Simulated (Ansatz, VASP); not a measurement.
**Al: VASP beside Ansatz**

```
CELL_PARAMETERS angstrom
4.37429 0.00000 0.00000
0.00000 6.06403 0.00000
0.00000 0.00000 6.01897
ATOMIC_POSITIONS crystal
Al 0.00000 0.00000 0.70697
Al 0.50000 0.50000 0.79303
Al 0.00000 0.00000 0.29303
Al 0.50000 0.50000 0.20697
Al 0.66852 0.83440 0.00000
Al 0.33148 0.16560 0.00000
Al 0.16852 0.66560 0.50000
Al 0.83148 0.33440 0.50000
```

Alike in both runs: task single point; functional PBE; k mesh 4 × 4 × 4; occupations gaussian, width 0.1 eV; no spin polarisation.

```csv
,VASP,Ansatz
version,VASP 6.6.1,Ansatz 0.2.0
potentials or method,"VASP PAW PBE potentials, release 64 (Al), cutoff 520 eV","scalar-relativistic, plane waves, PAW"
valence electrons in the cell,24,24
```

```csv
,VASP,Ansatz,Ansatz less VASP
gap on the k mesh at the Fermi level (eV),none,none,-
pressure (GPa),13.0,13.0,0.00
"traceless stress, the component that is largest in VASP (GPa)",-6.55,-6.56,-0.010
rms of the force components (eV/Å),0.200,0.200,+0.0008
```

Atom by atom the forces differ by 0.001 eV/Å (rms over components). A gap of «none» marks a metal or a gap that the smearing closes.
